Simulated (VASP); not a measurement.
# C (R-3m) in VASP: further runs

The runs below take C through single point, with PBEsol.

Program: VASP 6.6.1. These are calculated values, not measurements. Logs are shortened: lines on timing, memory, paths and dates and some standing lists are left out, and cuts for length are marked.

## (1) The cell of the first run

Symmetry: R-3m, No. 166, trigonal system. Conventional cell: a = 2.395 Å, b = 2.395 Å, c = 10.292 Å, α = 90.00°, β = 90.00°, γ = 120.00°. Within 1.8 Å of C (site symmetry 3m) lie 3 C at 1.38 Å.

## (2) Single point, PBEsol (strain -0.025 along x and y, +0.025 along z)

INCAR reads:

```
SYSTEM = C
PREC = Accurate
ENCUT = 520
EDIFF = 1E-6
ISMEAR = 0
SIGMA = 0.05
LREAL = .FALSE.
LASPH = .TRUE.
NELM = 100
ALGO = Normal
ISIF = 2
LWAVE = .FALSE.
LCHARG = .FALSE.
GGA = PS
NBANDS = 11
```

KPOINTS reads:

```
Automatic mesh
0
G
  15 15 15
  0 0 0
```

POSCAR reads:

```
C
1.0
    1.1973256878      0.6912763082      3.4306861104
   -1.1973256878      0.6912763082      3.4306861104
    0.0000000000     -1.3825526163      3.4306861104
C
2
Direct
    0.1640000000      0.1640000000      0.1640000000
    0.8360000000      0.8360000000      0.8360000000
```

Potentials or basis: VASP PAW PBE potentials, release 64 (C).

Command:

```bash
$ cat potpaw_PBE.64/C/POTCAR > POTCAR
$ mpirun -np 1 vasp_std > vasp.out
```

OUTCAR:

```text
SYSTEM = C
   PREC = Accurate
   ENCUT = 520
   EDIFF = 1E-6
   ISMEAR = 0
   LREAL = .FALSE.
   LASPH = .TRUE.
   NELM = 100
   ISIF = 2
   GGA = PS

 ion  position               nearest neighbor table
   1  0.164  0.164  0.164-   2 1.38   2 1.38   2 1.38
   2  0.836  0.836  0.836-   1 1.38   1 1.38   1 1.38

  LATTYP: Found a trigonal (rhomboedric) cell.
 ALAT       =     3.6987915493
 COS(alpha) =     0.7904272161

  Lattice vectors:

 A1 = (   1.1973256878,   0.6912763082,   3.4306861104)
 A2 = (  -1.1973256878,   0.6912763082,   3.4306861104)
 A3 = (   0.0000000000,  -1.3825526163,   3.4306861104)

Analysis of symmetry for initial positions (statically):
=====================================================================
 Subroutine PRICEL returns:
 Original cell was already a primitive cell.

 Routine SETGRP: Setting up the symmetry group for a
 trigonal (rhombohedral) supercell.

 Subroutine GETGRP returns: Found 12 space group operations
 (whereof 12 operations were pure point group operations)
 out of a pool of 12 trial point group operations.

The static configuration has the point symmetry D_3d.

Analysis of symmetry for dynamics (positions and initial velocities):
=====================================================================
 Subroutine PRICEL returns:
 Original cell was already a primitive cell.

 Routine SETGRP: Setting up the symmetry group for a
 trigonal (rhombohedral) supercell.

 Subroutine GETGRP returns: Found 12 space group operations
 (whereof 12 operations were pure point group operations)
 out of a pool of 12 trial point group operations.

The dynamic configuration has the point symmetry D_3d.

 Subroutine INISYM returns: Found 12 space group operations
 (whereof 12 operations are pure point group operations),
 and found     1 'primitive' translations

----------------------------------------------------------------------------------------

                                     Primitive cell

  volume of cell :      17.0371

  direct lattice vectors                    reciprocal lattice vectors
     1.197325688  0.691276308  3.430686110     0.417597321  0.241099926  0.097162294
    -1.197325688  0.691276308  3.430686110    -0.417597321  0.241099926  0.097162294
     0.000000000 -1.382552616  3.430686110     0.000000000 -0.482199852  0.097162294

  length of vectors
     3.698791549  3.698791549  3.698791549     0.491891460  0.491891460  0.491891460

[... 82 lines left out ...]
   EDIFFG = 0.1E-04   stopping-criterion for IOM
   NSW    =      0    number of steps for IOM
   IBRION =     -1    ionic relax: 0-MD 1-quasi-New 2-CG
   NFREE  =      0    steps in history (QN), initial steepest desc. (CG)
   ISIF   =      2    stress and relaxation
   ISYM   =      2    0-nonsym 1-usesym 2-fastsym
   POTIM  = 0.5000    time-step for ionic-motion
   TEBEG  =    0.0;   TEEND  =   0.0 temperature during run
   PSTRESS=    0.0 pullay stress
   NELECT =       8.0000    total number of electrons
   NUPDOWN=      -1.0000    fix difference up-down
   EMIN   =  10.00;   EMAX   =-10.00  energy-range for DOS
   EFERMI =   0.00;   METHOD = LEGACY
   ISMEAR =     0;   SIGMA  =   0.05  broadening in eV -4-tet -1-fermi 0-gaus
   EFERMI_NEDOS =   21; number of points for ismear=-14 and -15
   IALGO  =     38    algorithm
   IMIX   =      4    mixing-type and parameters
     AMIX     =   0.40;   BMIX     =  1.00
     AMIX_MAG =   1.60;   BMIX_MAG =  1.00
  volume/ion in A,a.u.               =       8.52        57.49
  Fermi-wavevector in a.u.,A,eV,Ry     =   1.272446  2.404575 22.029455  1.619119
  Thomas-Fermi vector in A             =   2.405324
   LORBIT       =      0    0 simple, 1 ext, 2 COOP (PROOUT), +10 PAW based schemes
   GGA     = PS    functional components
   LHFCALC =     F    Hartree Fock is set to
   AEXX    =    0.0000 exact exchange contribution
   IVDW    =     0    specifies the selected vdW correction
   LEPSILON=     F    determine dielectric tensor
   LRPA    =     F    only Hartree local field effects (RPA)
 non-spin polarized calculation
 Gauss-broadening in eV      SIGMA  =   0.05
  energy-cutoff  :      520.00
  volume of cell :       17.04
 maximum number of plane-waves:       477
   NGX = 13   NGY = 13   NGZ = 13

 number of electron       8.0000000 magnetization

 Free energy of the ion-electron system (eV)
  ---------------------------------------------------
  ext. energy  EPLUGINS =         0.00000000
  ---------------------------------------------------
  free energy    TOTEN  =       -19.15673897 eV

  energy without entropy =      -19.15673897  energy(sigma->0) =      -19.15673897

 E-fermi :   4.8502     XC(G=0): -10.5655

 val. band max:        4.6058984817   @ k =  -0.3333   0.3333   0.0000
 cond. band min:       5.2515115592   @ k =  -0.3333   0.3333   0.0000
 fundamental gap:      0.6456130776
 Fermi energy:         4.8501818054

 k-point     1 :       0.0000    0.0000    0.0000
  band No.  band energies     occupation
      1     -15.3600      2.00000
      2      -2.3807      2.00000
      3       2.0354      2.00000
      4       2.0354      2.00000
      5       8.4035      0.00000
      6      13.8509      0.00000
      7      13.8509      0.00000
      8      17.4481      0.00000
      9      19.6935      0.00000
     10      28.4761      0.00000
     11      30.0347      0.00000
[... 309 lines left out ...]
 k-point    24 :       0.2000    0.1333    0.0000
  band No.  band energies     occupation
      1     -14.5555      2.00000
      2      -1.7177      2.00000
      3      -0.4329      2.00000
      4       0.4981      2.00000
      5       9.8824      0.00000
      6      14.2358      0.00000
      7      14.8996      0.00000
      8      16.4836      0.00000
      9      21.0469      0.00000
     10      26.1797      0.00000
     11      30.5667      0.00000

 [... further k-points ...]
[... 5 lines left out ...]
  --------------------------------------------------------------------------------------
  -------------------------------------------------------------------------------------
  Total        3.9884411      3.9884411     -0.0026969     -0.0000000     -0.0000000      0.0000000
  in kB      375.0745173    375.0745174     -0.2536167     -0.0000000     -0.0000000      0.0000000
  external PRESSURE =     249.9651393 kB  Pullay stress =       0.0000000 kB

 VOLUME and BASIS-vectors are now :
 -----------------------------------------------------------------------------
  energy-cutoff  :      520.00
  volume of cell :       17.04
      direct lattice vectors                 reciprocal lattice vectors
     1.197325688  0.691276308  3.430686110     0.417597321  0.241099926  0.097162294
    -1.197325688  0.691276308  3.430686110    -0.417597321  0.241099926  0.097162294
     0.000000000 -1.382552616  3.430686110     0.000000000 -0.482199852  0.097162294

 POSITION                                       TOTAL-FORCE (eV/Angst)
 -----------------------------------------------------------------------------------
      0.00000      0.00000      1.68790         0.000000      0.000000      0.872541
      0.00000      0.00000      8.60416         0.000000     -0.000000     -0.872541
 -----------------------------------------------------------------------------------
    total drift:                                0.000000     -0.000000      0.000000

  FREE ENERGIE OF THE ION-ELECTRON SYSTEM (eV)
  ---------------------------------------------------
  free  energy   TOTEN  =       -19.1567389672 eV

  energy  without entropy=      -19.1567389672  energy(sigma->0) =      -19.15673897
```

stdout:

```text
POSCAR found type information on POSCAR C
 POSCAR found :  1 types and       2 ions
 scaLAPACK will be used
 -----------------------------------------------------------------------------
|                                                                             |
|                                                                             |
|     You enforced a specific xc type in the INCAR file but a different       |
|     I HOPE YOU KNOW WHAT YOU ARE DOING!                                     |
|                                                                             |
 -----------------------------------------------------------------------------

 LDA part: xc-table for (Slater+PW92), standard interpolation
 POSCAR, INCAR and KPOINTS ok, starting setup
 FFT: planning ... GRIDC
 FFT: planning ... GRID_SOFT
 FFT: planning ... GRID
 WAVECAR not read
 entering main loop
```

Wall time 2 min (1 thread of Intel Xeon 8259CL, shared host); peak memory 0.19 GiB.

Results:

```
Free energy   : -19.1567 eV
Pressure      : 25.0 GPa
Largest force : 0.873 eV/Å
```

Forces on the atoms (eV/Å):
```
C    0.000  0.000  0.873
C    0.000  0.000 -0.873
```

Caveat: the cell differs from its parent crystal (strain -0.025 along x and y, +0.025 along z); the cell stands under pressure; this functional lacks dispersion, which binds the layers, so the pressure and a relaxed spacing across them are unreliable; the PAW data sets were made with another functional, which shifts forces and pressure a little.

## (3) Single point, PBEsol (strain -0.025 along x and y, +0.050 along z)

INCAR reads:

```
  PREC = Accurate
  ENCUT = 520
  EDIFF = 1E-6
  ISMEAR = 0
  SIGMA = 0.05
  LREAL = False
  LASPH = True
  NELM = 100
  ALGO = Normal
  ISIF = 2
  LWAVE = False
  LCHARG = False
  GGA = PS
  NBANDS = 11
```

KPOINTS reads:

```
regular mesh
0
Gamma
  15 15 15
```

POSCAR reads:

```
C
1.0
    1.1973256878      0.6912763082      3.5143613814
   -1.1973256878      0.6912763082      3.5143613814
    0.0000000000     -1.3825526163      3.5143613814
C
2
Direct
    0.1640000000      0.1640000000      0.1640000000
    0.8360000000      0.8360000000      0.8360000000
```

Potentials or basis: VASP PAW PBE potentials, release 64 (C).

Command:

```bash
$ cat potpaw_PBE.64/C/POTCAR > POTCAR
$ mpirun -np 1 vasp_std > vasp.out
```

OUTCAR:

```text
PREC = Accurate
   ENCUT = 520
   EDIFF = 1E-6
   ISMEAR = 0
   LREAL = False
   LASPH = True
   NELM = 100
   ISIF = 2
   GGA = PS

 ion  position               nearest neighbor table
   1  0.164  0.164  0.164-   2 1.38   2 1.38   2 1.38
   2  0.836  0.836  0.836-   1 1.38   1 1.38   1 1.38

  LATTYP: Found a trigonal (rhomboedric) cell.
 ALAT       =     3.7765311671
 COS(alpha) =     0.7989664928

  Lattice vectors:

 A1 = (   1.1973256878,   0.6912763082,   3.5143613814)
 A2 = (  -1.1973256878,   0.6912763082,   3.5143613814)
 A3 = (   0.0000000000,  -1.3825526163,   3.5143613814)

Analysis of symmetry for initial positions (statically):
=====================================================================
 Subroutine PRICEL returns:
 Original cell was already a primitive cell.

 Routine SETGRP: Setting up the symmetry group for a
 trigonal (rhombohedral) supercell.

 Subroutine GETGRP returns: Found 12 space group operations
 (whereof 12 operations were pure point group operations)
 out of a pool of 12 trial point group operations.

The static configuration has the point symmetry D_3d.

[... 163 lines left out ...]
 cond. band min:       4.9989000860   @ k =  -0.3333   0.3333   0.0000
 fundamental gap:      0.5593588064
 Fermi energy:         4.7047933758

 k-point     1 :       0.0000    0.0000    0.0000
  band No.  band energies     occupation
      1     -15.5509      2.00000
      2      -2.7101      2.00000
      3       1.8205      2.00000
      4       1.8205      2.00000
      5       8.0416      0.00000
      6      13.6338      0.00000
      7      13.6338      0.00000
      8      17.2438      0.00000
      9      19.4618      0.00000
     10      28.2399      0.00000
     11      28.8535      0.00000
[... 309 lines left out ...]
 k-point    24 :       0.2000    0.1333    0.0000
  band No.  band energies     occupation
      1     -14.7520      2.00000
      2      -2.0116      2.00000
      3      -0.6509      2.00000
      4       0.2847      2.00000
      5       9.4890      0.00000
      6      14.0249      0.00000
      7      14.6975      0.00000
      8      16.2646      0.00000
      9      20.8170      0.00000
     10      25.7496      0.00000
     11      30.2046      0.00000

 [... further k-points ...]
[... 5 lines left out ...]
  --------------------------------------------------------------------------------------
  -------------------------------------------------------------------------------------
  Total        3.9919887      3.9919887     -0.0493401      0.0000000     -0.0000000      0.0000000
  in kB      366.4698460    366.4698460     -4.5294842      0.0000000     -0.0000000      0.0000000
  external PRESSURE =     242.8034026 kB  Pullay stress =       0.0000000 kB

 VOLUME and BASIS-vectors are now :
 -----------------------------------------------------------------------------
  energy-cutoff  :      520.00
  volume of cell :       17.45
      direct lattice vectors                 reciprocal lattice vectors
     1.197325688  0.691276308  3.514361381     0.417597321  0.241099926  0.094848906
    -1.197325688  0.691276308  3.514361381    -0.417597321  0.241099926  0.094848906
     0.000000000 -1.382552616  3.514361381     0.000000000 -0.482199852  0.094848906

 POSITION                                       TOTAL-FORCE (eV/Angst)
 -----------------------------------------------------------------------------------
      0.00000      0.00000      1.72907         0.000000      0.000000      0.900034
      0.00000      0.00000      8.81402         0.000000     -0.000000     -0.900034
 -----------------------------------------------------------------------------------
    total drift:                                0.000000     -0.000000      0.000000

  FREE ENERGIE OF THE ION-ELECTRON SYSTEM (eV)
  ---------------------------------------------------
  free  energy   TOTEN  =       -19.1564328402 eV

  energy  without entropy=      -19.1564328402  energy(sigma->0) =      -19.15643284
```

It took 2.1 min on 1 thread of Intel Xeon 8259CL, shared host; peak memory 0.19 GiB.

Results:

```
Free energy   : -19.1564 eV
Pressure      : 24.3 GPa
Largest force : 0.900 eV/Å
```

Forces in eV/Å, atoms in the order of the input:
```
C    0.000  0.000  0.900
C    0.000  0.000 -0.900
```

Caveat: the cell differs from its parent crystal (strain -0.025 along x and y, +0.050 along z); the cell stands under pressure; this functional lacks dispersion, which binds the layers, so the pressure and a relaxed spacing across them are unreliable; the PAW data sets were made with another functional, which shifts forces and pressure a little.

## (4) Single point, PBEsol (strain +0.025 along x and y, -0.050 along z)

INCAR reads:

```
PREC = Accurate
ENCUT = 520
EDIFF = 1E-6
ISMEAR = 0
SIGMA = 0.05
LREAL = False
LASPH = True
NELM = 100
ALGO = Normal
ISIF = 2
LWAVE = False
LCHARG = True
GGA = PS
LELF = True
LVHAR = True
NBANDS = 11
```

KPOINTS reads:

```
Automatic mesh
0
Gamma
  15 15 15
```

POSCAR reads:

```
C
1.0
    1.2587270051      0.7267263753      3.1796602974
   -1.2587270051      0.7267263753      3.1796602974
    0.0000000000     -1.4534527505      3.1796602974
C
2
Direct
    0.1640000000      0.1640000000      0.1640000000
    0.8360000000      0.8360000000      0.8360000000
```

Command:

```bash
$ cat potpaw_PBE.64/C/POTCAR > POTCAR
$ mpirun -np 1 vasp_std > vasp.out
```

It took 2.3 min on 1 thread of Intel Xeon 8259CL, shared host; peak memory 0.19 GiB.

Results (log left out):

- Free energy: -19.1832 eV
- Pressure: -17.4 GPa
- Largest force: 0.789 eV/Å

Forces on the atoms (eV/Å):
```
C    0.000  0.000  0.789
C    0.000  0.000 -0.789
```

Stress tensor (GPa, compression positive):
```
-27.51   0.00   0.00
  0.00 -27.51   0.00
  0.00   0.00   2.95
```

Caveat: the cell differs from its parent crystal (strain +0.025 along x and y, -0.050 along z); the cell stands under tension; this functional lacks dispersion, which binds the layers, so the pressure and a relaxed spacing across them are unreliable; the PAW data sets were made with another functional, which shifts forces and pressure a little.

## (5) The runs side by side

```tsv
cell	pressure (GPa)	largest force (eV/Å)
a = 3.699 Å, angles 37.8°, 2 atoms	25.0	0.87
a = 3.777 Å, angles 37.0°, 2 atoms	24.3	0.90
a = 3.496 Å, angles 42.2°, 2 atoms	-17.4	0.79
```

Alike in all rows: task single point; level PBEsol; potentials or basis VASP PAW PBE potentials, release 64 (C); no spin polarisation; k mesh 15 × 15 × 15; cutoff (eV) 520; smearing gaussian 0.05 eV.

Caveats: this functional lacks dispersion, which binds the layers, so the pressure and a relaxed spacing across them are unreliable; the PAW data sets were made with another functional, which shifts forces and pressure a little; the cell stands under pressure (at least some runs); the cell stands under tension (at least some runs).

Total energies depend on the potentials used, so only differences within one code and one set of settings carry meaning.
